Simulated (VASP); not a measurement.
# ZrS (Fm-3m) in VASP: notebook, part 2 of 2

VASP 6.6.1. The steps go on from the part before.

## Step 5: Single point, r2SCAN (volume scaled by 0.97)

File POSCAR:

```
ZrS
1.0
    0.0000000000      2.5860741681      2.5860741681
    2.5860741681      0.0000000000      2.5860741681
    2.5860741681      2.5860741681      0.0000000000
Zr S
1 1
Direct
    0.0000000000      0.0000000000      0.0000000000
    0.5000000000      0.5000000000      0.5000000000
```

File INCAR.step1:

```
PREC = Accurate
ENCUT = 520
ISMEAR = 0
SIGMA = 0.1
LREAL = F
LASPH = T
NELM = 60
NBANDS = 16
GGA = PE
ALGO = Normal
EDIFF = 1E-4
LWAVE = T
LCHARG = F
```

File INCAR.step2:

```
PREC = Accurate
ENCUT = 520
EDIFF = 1E-7
ISMEAR = 0
SIGMA = 0.1
LREAL = F
LASPH = T
NELM = 60
ALGO = Normal
ISIF = 2
LWAVE = F
LCHARG = T
METAGGA = R2SCAN
LMIXTAU = T
LELF = T
LVHAR = T
NBANDS = 16
ISTART = 1
```

File KPOINTS:

```
regular mesh
0
Gamma
  14 14 14
```

Potentials or basis: VASP PAW PBE potentials, release 64 (Zr_sv, S).

Launch:

```
> cat potpaw_PBE.64/Zr_sv/POTCAR potpaw_PBE.64/S/POTCAR > POTCAR
> cp INCAR.step1 INCAR
> mpirun -np 1 vasp_std > vasp.out
> cp INCAR.step2 INCAR
> mpirun -np 1 vasp_std > vasp.out
```

OUTCAR:

```text
PREC = Accurate
   ENCUT = 520
   EDIFF = 1E-7
   ISMEAR = 0
   LREAL = F
   LASPH = T
   NELM = 60
   ISIF = 2
   METAGGA = R2SCAN
   ISTART = 1

 ion  position               nearest neighbor table
   1  0.000  0.000  0.000-   2 2.59   2 2.59   2 2.59   2 2.59   2 2.59   2 2.59
   2  0.500  0.500  0.500-   1 2.59   1 2.59   1 2.59   1 2.59   1 2.59   1 2.59

  LATTYP: Found a face centered cubic cell.
 ALAT       =     5.1721483362

  Lattice vectors:

 A1 = (   0.0000000000,   2.5860741681,   2.5860741681)
 A2 = (   2.5860741681,   0.0000000000,   2.5860741681)
 A3 = (   2.5860741681,   2.5860741681,   0.0000000000)

Analysis of symmetry for initial positions (statically):
=====================================================================
 Subroutine PRICEL returns:
 Original cell was already a primitive cell.

 Routine SETGRP: Setting up the symmetry group for a
 face centered cubic supercell.

 Subroutine GETGRP returns: Found 48 space group operations
 (whereof 48 operations were pure point group operations)
 out of a pool of 48 trial point group operations.

The static configuration has the point symmetry O_h .

Analysis of symmetry for dynamics (positions and initial velocities):
=====================================================================
 Subroutine PRICEL returns:
 Original cell was already a primitive cell.

 Routine SETGRP: Setting up the symmetry group for a
 face centered cubic supercell.

 Subroutine GETGRP returns: Found 48 space group operations
 (whereof 48 operations were pure point group operations)
 out of a pool of 48 trial point group operations.

The dynamic configuration has the point symmetry O_h .

 Subroutine INISYM returns: Found 48 space group operations
 (whereof 48 operations are pure point group operations),
 and found     1 'primitive' translations

----------------------------------------------------------------------------------------

                                     Primitive cell

  volume of cell :      34.5902

  direct lattice vectors                    reciprocal lattice vectors
     0.000000000  2.586074168  2.586074168    -0.193343256  0.193343256  0.193343256
     2.586074168  0.000000000  2.586074168     0.193343256 -0.193343256  0.193343256
     2.586074168  2.586074168  0.000000000     0.193343256  0.193343256 -0.193343256

  length of vectors
     3.657261162  3.657261162  3.657261162     0.334880343  0.334880343  0.334880343

  position of ions in fractional coordinates (direct lattice)
     0.000000000  0.000000000  0.000000000
     0.500000000  0.500000000  0.500000000

  ion indices of the primitive-cell ions
   primitive index   ion index
                 1           1
                 2           2

----------------------------------------------------------------------------------------

 KPOINTS: regular mesh

Automatic generation of k-mesh.
 Grid dimensions read from file:
 generate k-points for:   14   14   14

 Generating k-lattice:

  Cartesian coordinates                     Fractional coordinates (reciprocal lattice)
    -0.013810233  0.013810233  0.013810233     0.071428571  0.000000000  0.000000000
     0.013810233 -0.013810233  0.013810233     0.000000000  0.071428571  0.000000000
     0.013810233  0.013810233 -0.013810233     0.000000000  0.000000000  0.071428571

  Length of vectors
     0.023920024  0.023920024  0.023920024

  Shift w.r.t. Gamma in fractional coordinates (k-lattice)
     0.000000000  0.000000000  0.000000000

 Subroutine IBZKPT returns following result:
 ===========================================

 Found    104 irreducible k-points:

 Following reciprocal coordinates:
            Coordinates               Weight
  0.000000  0.000000  0.000000      1.000000
  0.071429  0.000000  0.000000      8.000000
  0.142857  0.000000  0.000000      8.000000
  0.214286  0.000000  0.000000      8.000000
  0.285714  0.000000  0.000000      8.000000
  0.357143  0.000000  0.000000      8.000000
[... 16 lines left out ...]
  0.214286  0.142857  0.000000     24.000000
  0.285714  0.142857  0.000000     24.000000
 [... further k-points ...]
   k-points           NKPTS =    104   k-points in BZ     NKDIM =    104   number of bands    NBANDS=     16
   number of dos      NEDOS =    301   number of ions     NIONS =      2
   total plane-waves  NPLWV =  21952
   dimension x,y,z NGX =    28 NGY =   28 NGZ =   28
   dimension x,y,z NGXF=    56 NGYF=   56 NGZF=   56
   ions per type =               1   1
   NGX,Y,Z   is equivalent  to a cutoff of  12.73, 12.73, 12.73 a.u.
   NGXF,Y,Z  is equivalent  to a cutoff of  25.46, 25.46, 25.46 a.u.
 SYSTEM =  unknown system
   PREC   = accura    normal or accurate (medium, high low for compatibility)
   ISTART =      1    job   : 0-new  1-cont  2-samecut
   ICHARG =      0    charge: 1-file 2-atom 10-const
   ISPIN  =      1    spin polarized calculation?
   LNONCOLLINEAR =      F non collinear calculations
   LSORBIT =      F    spin-orbit coupling
   LASPH  =      T    aspherical Exc in radial PAW
   ENCUT  =  520.0 eV  38.22 Ry    6.18 a.u.   6.80  6.80  6.80*2*pi/ulx,y,z
   NELM   =     60;   NELMIN=  2; NELMDL=  0     # of ELM steps
   EDIFF  = 0.1E-06   stopping-criterion for ELM
   LREAL  =      F    real-space projection
   EDIFFG = 0.1E-05   stopping-criterion for IOM
   NSW    =      0    number of steps for IOM
   IBRION =     -1    ionic relax: 0-MD 1-quasi-New 2-CG
   NFREE  =      0    steps in history (QN), initial steepest desc. (CG)
   ISIF   =      2    stress and relaxation
   ISYM   =      2    0-nonsym 1-usesym 2-fastsym
   POTIM  = 0.5000    time-step for ionic-motion
   TEBEG  =    0.0;   TEEND  =   0.0 temperature during run
   PSTRESS=    0.0 pullay stress
   NELECT =      18.0000    total number of electrons
   NUPDOWN=      -1.0000    fix difference up-down
   EMIN   =  10.00;   EMAX   =-10.00  energy-range for DOS
   EFERMI =   0.00;   METHOD = LEGACY
   ISMEAR =     0;   SIGMA  =   0.10  broadening in eV -4-tet -1-fermi 0-gaus
   EFERMI_NEDOS =   21; number of points for ismear=-14 and -15
   IALGO  =     38    algorithm
   IMIX   =      4    mixing-type and parameters
     AMIX     =   0.40;   BMIX     =  1.00
     AMIX_MAG =   1.60;   BMIX_MAG =  1.00
  volume/ion in A,a.u.               =      17.30       116.71
  Fermi-wavevector in a.u.,A,eV,Ry     =   1.316784  2.488362 23.591432  1.733921
  Thomas-Fermi vector in A             =   2.446872
   LORBIT       =      0    0 simple, 1 ext, 2 COOP (PROOUT), +10 PAW based schemes
   METAGGA = R2SCAN    functional components
   LHFCALC =     F    Hartree Fock is set to
   AEXX    =    0.0000 exact exchange contribution
   IVDW    =     0    specifies the selected vdW correction
   LEPSILON=     F    determine dielectric tensor
   LRPA    =     F    only Hartree local field effects (RPA)
 non-spin polarized calculation
 Gauss-broadening in eV      SIGMA  =   0.10
  energy-cutoff  :      520.00
  volume of cell :       34.59
 maximum number of plane-waves:       950
   NGX = 13   NGY = 13   NGZ = 13

 number of electron      17.9999999 magnetization

 Free energy of the ion-electron system (eV)
  ---------------------------------------------------
  ext. energy  EPLUGINS =         0.00000000
  ---------------------------------------------------
  free energy    TOTEN  =       -33.87021307 eV

  energy without entropy =      -33.86293886  energy(sigma->0) =      -33.86657597

 E-fermi :  11.5116     XC(G=0): -12.2086

 val. band max:       11.5103039294   @ k =   0.2857   0.2143   0.0714
 cond. band min:      11.5134783801   @ k =   0.2857   0.0000   0.0000
 fundamental gap:      0.0031744507
 Fermi energy:        11.5115845118

 k-point     1 :       0.0000    0.0000    0.0000
  band No.  band energies     occupation
      1     -40.2716      2.00000
      2     -17.5546      2.00000
      3     -17.5546      2.00000
      4     -17.5546      2.00000
      5      -5.5122      2.00000
      6       7.5038      2.00000
[... 8 lines left out ...]
     15      19.2174      0.00000
     16      24.4231      0.00000
[... 419 lines left out ...]
 k-point    24 :       0.2857    0.1429    0.0000
  band No.  band energies     occupation
      1     -40.2511      2.00000
      2     -17.7668      2.00000
      3     -17.6017      2.00000
      4     -17.5942      2.00000
      5      -4.6962      2.00000
      6       4.3966      2.00000
[... 8 lines left out ...]
     15      20.3554      0.00000
     16      20.9252      0.00000

 [... further k-points ...]

------------------------ aborting loop because EDIFF is reached ----------------------------------------

  FORCE on cell =-STRESS in cart. coord.  units (eV):
  Direction    XX          YY          ZZ          XY          YZ          ZX
  --------------------------------------------------------------------------------------
  -------------------------------------------------------------------------------------
  Total        0.9741237      0.9741237      0.9741237     -0.0000000     -0.0000000      0.0000000
  in kB       45.1202792     45.1202792     45.1202792     -0.0000000     -0.0000000      0.0000000
  external PRESSURE =      45.1202792 kB  Pullay stress =       0.0000000 kB

 VOLUME and BASIS-vectors are now :
 -----------------------------------------------------------------------------
  energy-cutoff  :      520.00
  volume of cell :       34.59
      direct lattice vectors                 reciprocal lattice vectors
     0.000000000  2.586074168  2.586074168    -0.193343256  0.193343256  0.193343256
     2.586074168  0.000000000  2.586074168     0.193343256 -0.193343256  0.193343256
     2.586074168  2.586074168  0.000000000     0.193343256  0.193343256 -0.193343256

 POSITION                                       TOTAL-FORCE (eV/Angst)
 -----------------------------------------------------------------------------------
      0.00000      0.00000      0.00000         0.000000      0.000000     -0.000000
      2.58607      2.58607      2.58607         0.000000      0.000000      0.000000
 -----------------------------------------------------------------------------------
    total drift:                                0.000000      0.000000      0.000000

  FREE ENERGIE OF THE ION-ELECTRON SYSTEM (eV)
  ---------------------------------------------------
  free  energy   TOTEN  =       -33.8702130743 eV

  energy  without entropy=      -33.8629388566  energy(sigma->0) =      -33.86657597
```

It took 2.2 min on 1 thread of AMD EPYC 9R45 (Zen 5), shared host; peak memory 0.17 GiB.

Results:

```
Free energy            : -33.8702 eV
Pressure               : 4.5 GPa
Band gap on the k mesh : zero (band 9 reaches 13.11 eV, above the bottom of band 10 at 9.98 eV)
```

Caveat: the cell differs from its parent crystal (volume scaled by 0.97); the PAW data sets were made with another functional, which shifts forces and pressure a little.

## Step 6: Single point, r2SCAN

This run uses another cell than the first one, of 17.83 Å³/atom, 1.136 times its volume.

File POSCAR:

```
ZrS
1.0
    0.0000000000      2.6124645028      2.6124645028
    2.6124645028      0.0000000000      2.6124645028
    2.6124645028      2.6124645028      0.0000000000
Zr S
1 1
Direct
    0.0000000000      0.0000000000      0.0000000000
    0.5000000000      0.5000000000      0.5000000000
```

File INCAR.step1:

```
PREC = Accurate
ENCUT = 520
ISMEAR = 0
SIGMA = 0.1
LREAL = False
LASPH = True
NELM = 60
NBANDS = 16
GGA = PE
ALGO = Normal
EDIFF = 1E-4
LWAVE = True
LCHARG = False
```

File INCAR.step2:

```
PREC = Accurate
ENCUT = 520
EDIFF = 1E-7
ISMEAR = 0
SIGMA = 0.1
LREAL = False
LASPH = True
NELM = 60
ALGO = Normal
ISIF = 2
LWAVE = False
LCHARG = True
METAGGA = R2SCAN
LMIXTAU = True
LELF = True
LVHAR = True
NBANDS = 16
ISTART = 1
```

File KPOINTS:

```
Automatic mesh
0
Gamma
  14 14 14
```

Potentials or basis: VASP PAW PBE potentials, release 64 (Zr_sv, S).

Launch:

```
> cat potpaw_PBE.64/Zr_sv/POTCAR potpaw_PBE.64/S/POTCAR > POTCAR
> cp INCAR.step1 INCAR
> mpirun -np 1 vasp_std > vasp.out
> cp INCAR.step2 INCAR
> mpirun -np 1 vasp_std > vasp.out
```

Wall time 2.3 min (1 thread of AMD EPYC 9R45 (Zen 5), shared host); peak memory 0.17 GiB.

The run converged. Its results:

| Item | Value |
| --- | --- |
| Free energy | -33.8850 eV |
| Pressure | 0.0 GPa |
| Band gap on the k mesh | zero (band 9 reaches 12.65 eV, above the bottom of band 10 at 9.66 eV) |

Levels at points of the mesh, in eV from the Fermi level:
```
           k point  band 5  band 6  band 7  band 8  band 9  band 10  band 11  band 12  band 13  band 14
(0.00, 0.00, 0.00)  -16.88   -4.00   -4.00   -4.00   -1.47    -1.47    -1.47    -0.72    -0.72     2.44
(0.50, 0.00, 0.00)  -15.25   -8.59   -6.51   -6.51    1.52     1.52     1.88     2.09     5.89     5.89
(0.50, 0.50, 0.00)  -16.01   -6.80   -4.98   -4.98   -3.61     0.53     2.43     2.43     3.10     3.66
```

Caveat: the PAW data sets were made with another functional, which shifts forces and pressure a little.

## Step 7: Summary

| cell | gap on the mesh (eV) | pressure (GPa) |
| --- | --- | --- |
| a = 3.540 Å, angles 60.0°, 2 atoms | none | 23.6 |
| a = 3.580 Å, angles 60.0°, 2 atoms | none | 16.2 |
| a = 3.619 Å, angles 60.0°, 2 atoms | none | 9.9 |
| a = 3.657 Å, angles 60.0°, 2 atoms | none | 4.5 |
| a = 3.695 Å, angles 60.0°, 2 atoms | none | 0.0 |

Alike in all rows: task single point; level r2SCAN; potentials or basis VASP PAW PBE potentials, release 64 (Zr_sv, S); no spin polarisation; k mesh 14 × 14 × 14; cutoff (eV) 520; smearing gaussian 0.1 eV.

Caveats: the PAW data sets were made with another functional, which shifts forces and pressure a little.

Total energies depend on the potentials used, so only differences within one code and one set of settings carry meaning.
